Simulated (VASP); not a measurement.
Al2Cu, 3 atoms in the cell. It takes space group Fm-3m (No. 225, cubic). Conventional cell: a = 5.671 Å, b = 5.671 Å, c = 5.671 Å, α = 90.00°, β = 90.00°, γ = 90.00°. Al (site symmetry -43m) has 4 Cu at 2.46 Å and 6 Al at 2.84 Å within 3.2 Å. Cu (site symmetry m-3m) has 8 Al at 2.46 Å within 3.2 Å. 

```yaml
Program: VASP 6.6.1
Task: vibrations by perturbation theory
Functional: LDA
Potentials_or_basis: VASP PAW LDA potentials, release 64 (Al, Cu)
Cutoff: 520 eV
k_mesh: 14 × 14 × 14
Occupations: fermi-dirac, width 0.15 eV
Spin: no spin polarisation
Dipole_correction: no
Further_INCAR_settings: ALGO = Fast; EDIFF = 1e-08; IBRION = 8; NSW = 1
```

Potentials or basis: VASP PAW LDA potentials, release 64 (Al, Cu).

Launch:

```bash
$ cat potpaw_LDA.64/Al/POTCAR potpaw_LDA.64/Cu/POTCAR > POTCAR
$ mpirun -np 1 vasp_std > vasp.out
```

Hardware: 1 thread of Oxide Virtual Turin-like Processor, with other jobs on the host.

Problem. How long does it take, and how much memory?

Solution. Wall time 28 min on 1 thread of Oxide Virtual Turin-like Processor, with other jobs on the host, peak memory 0.87 GiB. Counts: scf iterations 58, k points 104.
